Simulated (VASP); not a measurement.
Write the native input for VASP 6.6.1 that does the following.

| Property | Result |
| --- | --- |
| Task | single point |
| Functional | PBEsol |
| Potentials or basis | VASP PAW PBE potentials, release 64 (K_sv) |
| Cutoff | 520 eV |
| k mesh | 14 × 14 × 14 |
| Occupations | gaussian, width 0.15 eV |
| Spin | no spin polarisation |
| Dipole correction | no |
| Further INCAR settings | ALGO = Fast; EDIFF = 1e-06; NBANDS = 10 |

The structure of K lies in POSCAR:

```
K
1.0
   -2.6180000000      2.6180000000      2.5525500000
    2.6180000000     -2.6180000000      2.5525500000
    2.6180000000      2.6180000000     -2.5525500000
K
1
Direct
    0.0000000000      0.0000000000      0.0000000000
```

This cell differs from its parent crystal: strain +0.000 along x and y, -0.025 along z.

The input as run:

INCAR

```
SYSTEM = K
PREC     = Accurate       ! precision mode
ENCUT    = 520            ! plane-wave cutoff, eV
EDIFF    = 1E-6           ! SCF threshold, eV
ISMEAR   = 0              ! smearing method
SIGMA    = 0.15           ! smearing width, eV
LREAL    = .False.        ! projectors in reciprocal space
LASPH    = .True.         ! aspherical terms in the spheres
NELM     = 100            ! most SCF steps
ALGO     = Fast           ! electronic algorithm
ISIF     = 2              ! what is computed and relaxed
LWAVE    = .False.        ! write WAVECAR
LCHARG   = .False.        ! write CHGCAR
GGA      = PS             ! functional
NBANDS   = 10             ! bands
```

KPOINTS

```
Automatic mesh
0
Gamma
  14 14 14
  0 0 0
```

Potentials or basis: VASP PAW PBE potentials, release 64 (K_sv).

Run with:

```console
$ cat potpaw_PBE.64/K_sv/POTCAR > POTCAR
$ mpirun -np 1 vasp_std > vasp.out
```

It gave:

| Quantity | Value |
| --- | --- |
| Pressure | 0.0 GPa |
| Band gap on the k mesh | zero (an odd number of electrons rules out a gap without spin polarisation) |

Caveat: the cell differs from its parent crystal (strain +0.000 along x and y, -0.025 along z); the PAW data sets were made with another functional, which shifts forces and pressure a little.

Run time: 4.1 min on 1 thread of Intel Xeon 8259CL, on a shared host, peak memory 0.32 GiB.
